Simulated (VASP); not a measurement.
# TePt3 (Pm-3m) in VASP: notebook

The runs below take TePt3 through single point, relaxation of cell and atoms, with PBE.

Everything below comes from runs of VASP 6.6.1. Logs are shortened: lines on timing, memory, paths and dates and some standing lists are left out, and cuts for length are marked.

## Step 1: The cell of the first run

Symmetry: Pm-3m, No. 221, cubic system. The conventional cell has a = 4.136 Å, b = 4.136 Å, c = 4.136 Å, α = 90.00°, β = 90.00°, γ = 90.00°. Within 3.9 Å of Te (site symmetry m-3m) lie 12 Pt at 2.92 Å. Pt (site symmetry 4/mmm) has 4 Te at 2.92 Å and 8 Pt at 2.92 Å within 3.9 Å.

## Step 2: Single point, PBE

Input file INCAR:

```
PREC     = Accurate       # precision mode
ENCUT    = 520            # plane-wave cutoff, eV
EDIFF    = 1E-6           # SCF threshold, eV
ISMEAR   = 0              # smearing method
SIGMA    = 0.1            # smearing width, eV
LREAL    = False          # projectors in reciprocal space
LASPH    = True           # aspherical terms in the spheres
NELM     = 60             # most SCF steps
ALGO     = Normal         # electronic algorithm
ISIF     = 2              # what is computed and relaxed
LWAVE    = False          # write WAVECAR
LCHARG   = True           # write CHGCAR
GGA      = PE             # functional
LELF     = True           # ELF
LVHAR    = True         
NBANDS   = 26             # bands
```

Input file KPOINTS:

```
Automatic mesh
0
Gamma
  4 4 4
```

Input file POSCAR:

```
TePt3
1.0
    4.1355381314      0.0000000000      0.0000000000
    0.0000000000      4.1355381314      0.0000000000
    0.0000000000      0.0000000000      4.1355381314
Te Pt
1 3
Direct
    0.0000000000      0.0000000000      0.0000000000
    0.0000000000      0.5000000000      0.5000000000
    0.5000000000      0.0000000000      0.5000000000
    0.5000000000      0.5000000000      0.0000000000
```

Potentials or basis: VASP PAW PBE potentials, release 64 (Te, Pt).

Launch:

```sh
$ cat potpaw_PBE.64/Te/POTCAR potpaw_PBE.64/Pt/POTCAR > POTCAR
$ mpirun -np 1 vasp_std > vasp.out
```

OUTCAR:

```text
PREC = Accurate
   ENCUT = 520
   EDIFF = 1E-6
   ISMEAR = 0
   LREAL = False
   LASPH = True
   NELM = 60
   ISIF = 2
   GGA = PE

 ion  position               nearest neighbor table
   1  0.000  0.000  0.000-   2 2.92   3 2.92   4 2.92   2 2.92   3 2.92   2 2.92   4 2.92   2 2.92
                             3 2.92   4 2.92   3 2.92   4 2.92
   2  0.000  0.500  0.500-   1 2.92   3 2.92   4 2.92   1 2.92   4 2.92   1 2.92   3 2.92   1 2.92
                             3 2.92   4 2.92   4 2.92   3 2.92
   3  0.500  0.000  0.500-   1 2.92   2 2.92   4 2.92   1 2.92   4 2.92   2 2.92   4 2.92   4 2.92
                             1 2.92   2 2.92   1 2.92   2 2.92
   4  0.500  0.500  0.000-   1 2.92   2 2.92   3 2.92   2 2.92   3 2.92   1 2.92   3 2.92   3 2.92
                             1 2.92   2 2.92   2 2.92   1 2.92

  LATTYP: Found a simple cubic cell.
 ALAT       =     4.1355381314

  Lattice vectors:

 A1 = (   4.1355381314,   0.0000000000,   0.0000000000)
 A2 = (   0.0000000000,   4.1355381314,   0.0000000000)
 A3 = (   0.0000000000,   0.0000000000,   4.1355381314)

Analysis of symmetry for initial positions (statically):
=====================================================================
 Subroutine PRICEL returns:
 Original cell was already a primitive cell.

 Routine SETGRP: Setting up the symmetry group for a
 simple cubic supercell.

 Subroutine GETGRP returns: Found 48 space group operations
 (whereof 48 operations were pure point group operations)
 out of a pool of 48 trial point group operations.

The static configuration has the point symmetry O_h .

Analysis of symmetry for dynamics (positions and initial velocities):
=====================================================================
 Subroutine PRICEL returns:
 Original cell was already a primitive cell.

 Routine SETGRP: Setting up the symmetry group for a
 simple cubic supercell.

 Subroutine GETGRP returns: Found 48 space group operations
 (whereof 48 operations were pure point group operations)
 out of a pool of 48 trial point group operations.

The dynamic configuration has the point symmetry O_h .

 Subroutine INISYM returns: Found 48 space group operations
 (whereof 48 operations are pure point group operations),
 and found     1 'primitive' translations

----------------------------------------------------------------------------------------

                                     Primitive cell

  volume of cell :      70.7288

  direct lattice vectors                    reciprocal lattice vectors
     4.135538131  0.000000000  0.000000000     0.241806500  0.000000000  0.000000000
     0.000000000  4.135538131  0.000000000     0.000000000  0.241806500  0.000000000
     0.000000000  0.000000000  4.135538131     0.000000000  0.000000000  0.241806500

  length of vectors
     4.135538131  4.135538131  4.135538131     0.241806500  0.241806500  0.241806500

  position of ions in fractional coordinates (direct lattice)
     0.000000000  0.000000000  0.000000000
     0.000000000  0.500000000  0.500000000
     0.500000000  0.000000000  0.500000000
     0.500000000  0.500000000  0.000000000

  ion indices of the primitive-cell ions
   primitive index   ion index
                 1           1
                 2           2
                 3           3
                 4           4

----------------------------------------------------------------------------------------

 KPOINTS: Automatic mesh

Automatic generation of k-mesh.
 Grid dimensions read from file:
 generate k-points for:    4    4    4

 Generating k-lattice:

  Cartesian coordinates                     Fractional coordinates (reciprocal lattice)
     0.060451625  0.000000000  0.000000000     0.250000000  0.000000000  0.000000000
     0.000000000  0.060451625  0.000000000     0.000000000  0.250000000  0.000000000
     0.000000000  0.000000000  0.060451625     0.000000000  0.000000000  0.250000000

  Length of vectors
     0.060451625  0.060451625  0.060451625

  Shift w.r.t. Gamma in fractional coordinates (k-lattice)
     0.000000000  0.000000000  0.000000000

 Subroutine IBZKPT returns following result:
 ===========================================

 Found     10 irreducible k-points:

 Following reciprocal coordinates:
            Coordinates               Weight
  0.000000  0.000000  0.000000      1.000000
  0.250000  0.000000  0.000000      6.000000
  0.500000  0.000000  0.000000      3.000000
  0.250000  0.250000  0.000000     12.000000
  0.500000  0.250000  0.000000     12.000000
  0.500000  0.500000  0.000000      3.000000
  0.250000  0.250000  0.250000      8.000000
  0.500000  0.250000  0.250000     12.000000
  0.500000  0.500000  0.250000      6.000000
  0.500000  0.500000  0.500000      1.000000
   k-points           NKPTS =     10   k-points in BZ     NKDIM =     10   number of bands    NBANDS=     26
   number of dos      NEDOS =    301   number of ions     NIONS =      4
   total plane-waves  NPLWV =  32768
   dimension x,y,z NGX =    32 NGY =   32 NGZ =   32
   dimension x,y,z NGXF=    64 NGYF=   64 NGZF=   64
   ions per type =               1   3
   NGX,Y,Z   is equivalent  to a cutoff of  12.86, 12.86, 12.86 a.u.
   NGXF,Y,Z  is equivalent  to a cutoff of  25.73, 25.73, 25.73 a.u.
 SYSTEM =  unknown system
   PREC   = accura    normal or accurate (medium, high low for compatibility)
   ISTART =      0    job   : 0-new  1-cont  2-samecut
   ICHARG =      2    charge: 1-file 2-atom 10-const
   ISPIN  =      1    spin polarized calculation?
   LNONCOLLINEAR =      F non collinear calculations
   LSORBIT =      F    spin-orbit coupling
   LASPH  =      T    aspherical Exc in radial PAW
   ENCUT  =  520.0 eV  38.22 Ry    6.18 a.u.   7.69  7.69  7.69*2*pi/ulx,y,z
   NELM   =     60;   NELMIN=  2; NELMDL= -5     # of ELM steps
   EDIFF  = 0.1E-05   stopping-criterion for ELM
   LREAL  =      F    real-space projection
   EDIFFG = 0.1E-04   stopping-criterion for IOM
   NSW    =      0    number of steps for IOM
   IBRION =     -1    ionic relax: 0-MD 1-quasi-New 2-CG
   NFREE  =      0    steps in history (QN), initial steepest desc. (CG)
   ISIF   =      2    stress and relaxation
   ISYM   =      2    0-nonsym 1-usesym 2-fastsym
   POTIM  = 0.5000    time-step for ionic-motion
   TEBEG  =    0.0;   TEEND  =   0.0 temperature during run
   PSTRESS=    0.0 pullay stress
   NELECT =      36.0000    total number of electrons
   NUPDOWN=      -1.0000    fix difference up-down
   EMIN   =  10.00;   EMAX   =-10.00  energy-range for DOS
   EFERMI =   0.00;   METHOD = LEGACY
   ISMEAR =     0;   SIGMA  =   0.10  broadening in eV -4-tet -1-fermi 0-gaus
   EFERMI_NEDOS =   21; number of points for ismear=-14 and -15
   IALGO  =     38    algorithm
   IMIX   =      4    mixing-type and parameters
     AMIX     =   0.40;   BMIX     =  1.00
     AMIX_MAG =   1.60;   BMIX_MAG =  1.00
  volume/ion in A,a.u.               =      17.68       119.33
  Fermi-wavevector in a.u.,A,eV,Ry     =   1.307104  2.470069 23.245855  1.708522
  Thomas-Fermi vector in A             =   2.437862
   LORBIT       =      0    0 simple, 1 ext, 2 COOP (PROOUT), +10 PAW based schemes
   GGA     = PE    functional components
   LHFCALC =     F    Hartree Fock is set to
   AEXX    =    0.0000 exact exchange contribution
   IVDW    =     0    specifies the selected vdW correction
   LEPSILON=     F    determine dielectric tensor
   LRPA    =     F    only Hartree local field effects (RPA)
 non-spin polarized calculation
 Gauss-broadening in eV      SIGMA  =   0.10
  energy-cutoff  :      520.00
  volume of cell :       70.73
 maximum number of plane-waves:      1935
 NGX is ok and might be reduce to    32
   NGX = 15   NGY = 15   NGZ = 15

 number of electron      35.9999992 magnetization

 Free energy of the ion-electron system (eV)
  ---------------------------------------------------
  ext. energy  EPLUGINS =         0.00000000
  ---------------------------------------------------
  free energy    TOTEN  =       -20.77196210 eV

  energy without entropy =      -20.72966510  energy(sigma->0) =      -20.75081360

 E-fermi :  10.6129     XC(G=0): -12.4873

 val. band max:       10.5981720255   @ k =   0.2500   0.0000   0.0000
 cond. band min:      10.6954596637   @ k =   0.2500   0.2500   0.0000
 fundamental gap:      0.0972876383
 Fermi energy:        10.6128601263

 k-point     1 :       0.0000    0.0000    0.0000
  band No.  band energies     occupation
      1      -3.2595      2.00000
      2       4.1168      2.00000
      3       5.3738      2.00000
      4       5.3738      2.00000
      5       5.6387      2.00000
      6       5.6387      2.00000
[... 18 lines left out ...]
     25      16.6735      0.00000
     26      19.9628      0.00000

 k-point     2 :       0.2500    0.0000    0.0000
  band No.  band energies     occupation
      1      -2.8569      2.00000
      2       3.5366      2.00000
      3       4.8943      2.00000
      4       5.3572      2.00000
      5       5.3572      2.00000
      6       5.8193      2.00000
[... 18 lines left out ...]
     25      17.8581      0.00000
     26      19.1992      0.00000

 k-point     3 :       0.5000    0.0000    0.0000
  band No.  band energies     occupation
      1      -2.3172      2.00000
      2       2.2002      2.00000
      3       5.0540      2.00000
      4       5.0540      2.00000
      5       5.5581      2.00000
      6       6.0593      2.00000
[... 166 lines left out ...]
 k-point     9 :       0.5000    0.5000    0.2500
  band No.  band energies     occupation
      1      -1.9232      2.00000
      2       3.9470      2.00000
      3       3.9470      2.00000
      4       5.0225      2.00000
      5       5.3289      2.00000
      6       6.2290      2.00000
[... 18 lines left out ...]
     25      19.9214      0.00000
     26      19.9214      0.00000

 k-point    10 :       0.5000    0.5000    0.5000
  band No.  band energies     occupation
      1      -1.9864      2.00000
      2       4.8945      2.00000
      3       4.8945      2.00000
      4       4.8945      2.00000
      5       5.6239      2.00000
      6       5.6239      2.00000
[... 18 lines left out ...]
     25      20.2681      0.00000
     26      20.2681      0.00000

------------------------ aborting loop because EDIFF is reached ----------------------------------------

  FORCE on cell =-STRESS in cart. coord.  units (eV):
  Direction    XX          YY          ZZ          XY          YZ          ZX
  --------------------------------------------------------------------------------------
  -------------------------------------------------------------------------------------
  Total       -0.2616998     -0.2616998     -0.2616998     -0.0000000      0.0000000     -0.0000000
  in kB       -5.9281324     -5.9281324     -5.9281324     -0.0000000      0.0000000     -0.0000000
  external PRESSURE =      -5.9281324 kB  Pullay stress =       0.0000000 kB

 VOLUME and BASIS-vectors are now :
 -----------------------------------------------------------------------------
  energy-cutoff  :      520.00
  volume of cell :       70.73
      direct lattice vectors                 reciprocal lattice vectors
     4.135538131  0.000000000  0.000000000     0.241806500  0.000000000  0.000000000
     0.000000000  4.135538131  0.000000000     0.000000000  0.241806500  0.000000000
     0.000000000  0.000000000  4.135538131     0.000000000  0.000000000  0.241806500

 POSITION                                       TOTAL-FORCE (eV/Angst)
 -----------------------------------------------------------------------------------
      0.00000      0.00000      0.00000         0.000000      0.000000      0.000000
      0.00000      2.06777      2.06777         0.000000      0.000000      0.000000
      2.06777      0.00000      2.06777         0.000000      0.000000      0.000000
      2.06777      2.06777      0.00000         0.000000      0.000000      0.000000
 -----------------------------------------------------------------------------------
    total drift:                                0.000000     -0.000000     -0.000000

  FREE ENERGIE OF THE ION-ELECTRON SYSTEM (eV)
  ---------------------------------------------------
  free  energy   TOTEN  =       -20.7719620987 eV

  energy  without entropy=      -20.7296651043  energy(sigma->0) =      -20.75081360
```

Wall time 7.6 s (1 thread of Intel Xeon 6975P-C (Granite Rapids), shared host); peak memory 0.18 GiB.

What came out:

```
Free energy            : -20.7720 eV
Pressure               : -0.6 GPa
Band gap on the k mesh : zero (bands 18 and 19 overlap by 0.67 eV)
```

Caveat: the k points lie up to 0.38 Å⁻¹ apart, too coarse for converged energies and pressures of a metal; spin-orbit coupling is left out, which moves the levels of the heavy elements.

## Step 3: Relaxation of cell and atoms, PBE

This run uses another cell than the first one, of 19.19 Å³/atom.

Input file INCAR:

```
  PREC = Accurate
  ENCUT = 600
  EDIFF = 1E-6
  ISMEAR = 0
  SIGMA = 0.1
  LREAL = F
  LASPH = T
  NELM = 60
  ALGO = Normal
  ISIF = 3
  LWAVE = F
  LCHARG = F
  GGA = PE
  IBRION = 2
  NSW = 90
  EDIFFG = -0.04
```

KPOINTS is that of step 2.

Input file POSCAR:

```
TePt3
1.0
    4.2496117870      0.0000000000      0.0000000000
    0.0000000000      4.2496117870      0.0000000000
    0.0000000000      0.0000000000      4.2496117870
Te Pt
1 3
Direct
    0.0000000000      0.0000000000      0.0000000000
    0.0000000000      0.5000000000      0.5000000000
    0.5000000000      0.0000000000      0.5000000000
    0.5000000000      0.5000000000      0.0000000000
```

Potentials or basis: VASP PAW PBE potentials, release 64 (Te, Pt).

Launch:

```sh
$ cat potpaw_PBE.64/Te/POTCAR potpaw_PBE.64/Pt/POTCAR > POTCAR
$ mpirun -np 1 vasp_std > vasp.out
```

Wall time 29 s (1 thread of Intel Xeon 6975P-C (Granite Rapids), shared host); peak memory 0.21 GiB.

Results (log left out):

| Item | Value |
| --- | --- |
| Free energy | -20.7724 eV |
| Relaxed volume | 17.67 Å³/atom |
| Relaxed cell | a = 4.134 Å, b = 4.134 Å, c = 4.134 Å, α = 90.00°, β = 90.00°, γ = 90.00° |
| Space group after relaxing (to 0.1 Å) | Pm-3m (No. 221) |
| Energy gained by relaxing | 61.9 meV/atom |
| Ionic steps | 3 |
| Pressure after relaxing | -0.4 GPa |
| Band gap on the k mesh | zero (bands 18 and 19 overlap by 0.67 eV) |

Step by step:
```
step  energy change (eV)  largest force (eV/Å)  pressure (GPa)  volume (Å³)
   1              0.0000                0.0000          -11.63        76.74
   2              0.4148                0.0000           29.74        62.30
   3             -0.2475                0.0000           -0.36        70.66
```

Final structure:
```
CELL_PARAMETERS angstrom
4.13423 0.00000 0.00000
0.00000 4.13423 0.00000
0.00000 0.00000 4.13423
ATOMIC_POSITIONS crystal
Te 0.00000 0.00000 0.00000
Pt 0.00000 0.50000 0.50000
Pt 0.50000 0.00000 0.50000
Pt 0.50000 0.50000 0.00000
```

Levels at points of the mesh, in eV from the Fermi level:
```tsv
k point	band 16	band 17	band 18	band 19	band 20	band 21
(0.00, 0.00, 0.00)	-1.12	-0.38	0.10	0.10	0.10	5.19
(0.50, 0.00, 0.00)	-1.00	-0.92	0.10	1.20	1.20	4.47
(0.50, 0.50, 0.00)	-1.84	-1.62	0.38	0.38	2.73	2.91
(0.50, 0.50, 0.50)	-1.71	-0.37	-0.29	-0.29	-0.29	2.98
```

Caveat: the k points lie up to 0.38 Å⁻¹ apart in the final cell, too coarse for converged energies and pressures of a metal; spin-orbit coupling is left out, which moves the levels of the heavy elements.

## Step 4: Single point, PBE

This run uses another cell than the first one, of 17.61 Å³/atom.

Input file INCAR:

```
PREC = Accurate ; ENCUT = 520
EDIFF = 1E-6 ; ISMEAR = 0
SIGMA = 0.1 ; LREAL = F
LASPH = T ; NELM = 80
ALGO = Fast ; ISIF = 2
LWAVE = F ; LCHARG = F
GGA = PE ; NBANDS = 26
```

Input file KPOINTS:

```
Automatic mesh
0
Gamma
  12 12 12
```

Input file POSCAR:

```
TePt3
1.0
    4.1295261255      0.0000000000      0.0000000000
    0.0000000000      4.1295261255      0.0000000000
    0.0000000000      0.0000000000      4.1295261255
Te Pt
1 3
Direct
    0.0000000000      0.0000000000      0.0000000000
    0.0000000000      0.5000000000      0.5000000000
    0.5000000000      0.0000000000      0.5000000000
    0.5000000000      0.5000000000      0.0000000000
```

Launch:

```sh
$ cat potpaw_PBE.64/Te/POTCAR potpaw_PBE.64/Pt/POTCAR > POTCAR
$ mpirun -np 1 vasp_std > vasp.out
```

It took 41 s on 1 thread of Intel Xeon 6975P-C (Granite Rapids), shared host; peak memory 0.27 GiB.

It converged, with:

```
Free energy            : -20.7906 eV
Pressure               : -0.4 GPa
Band gap on the k mesh : zero (bands 18 and 19 overlap by 0.75 eV)
```

Levels at points of the mesh, in eV from the Fermi level:
```tsv
k point	band 16	band 17	band 18	band 19	band 20	band 21
(0.00, 0.00, 0.00)	-1.12	-0.39	0.12	0.12	0.12	5.18
(0.50, 0.00, 0.00)	-1.00	-0.99	0.12	1.13	1.13	4.42
(0.50, 0.50, 0.00)	-1.89	-1.62	0.38	0.38	2.64	2.84
(0.50, 0.50, 0.50)	-1.76	-0.41	-0.29	-0.29	-0.29	2.99
```

Caveat: spin-orbit coupling is left out, which moves the levels of the heavy elements.

[end of part 1 of 2]
